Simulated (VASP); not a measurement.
A run of VASP 6.6.1:

File POSCAR:

```
PtSe2
1.0
    3.6045869087      0.0000000000      0.0000000000
   -1.8022934544      3.1216638331      0.0000000000
    0.0000000000      0.0000000000      2.9716193168
Pt Se
1 2
Direct
    0.0000000000      0.0000000000      0.0000000000
    0.3333333333      0.6666666667      0.3106542109
    0.6666666667      0.3333333333      0.6893457891
```

File INCAR.step1:

```
PREC = Accurate ; ENCUT = 520
ISMEAR = -1 ; SIGMA = 0.05
LREAL = F ; LASPH = T
NELM = 80 ; NBANDS = 18
GGA = PE ; ALGO = Normal
EDIFF = 1E-4 ; LWAVE = T
LCHARG = F
```

Contents of INCAR.step2:

```
PREC = Accurate ; ENCUT = 520
EDIFF = 1E-6 ; ISMEAR = -1
SIGMA = 0.05 ; LREAL = F
LASPH = T ; NELM = 80
ALGO = Normal ; ISIF = 2
LWAVE = F ; LCHARG = F
METAGGA = R2SCAN ; LMIXTAU = T
NBANDS = 18 ; ISTART = 1
```

Contents of KPOINTS:

```
regular mesh
0
Gamma
  11 11 7
```

Potentials or basis: VASP PAW PBE potentials, release 64 (Pt, Se).

Run with:

```sh
$ cat potpaw_PBE.64/Pt/POTCAR potpaw_PBE.64/Se/POTCAR > POTCAR
$ cp INCAR.step1 INCAR
$ mpirun -np 1 vasp_std > vasp.out
$ cp INCAR.step2 INCAR
$ mpirun -np 1 vasp_std > vasp.out
```

Hardware: 1 thread of Intel Xeon 8259CL, on a shared host.

**Question.** Estimate the wall time of this run.

**Answer.** Wall time 3.6 min on 1 thread of Intel Xeon 8259CL, with other jobs on the host, peak memory 0.2 GiB. Counts: k points 94.
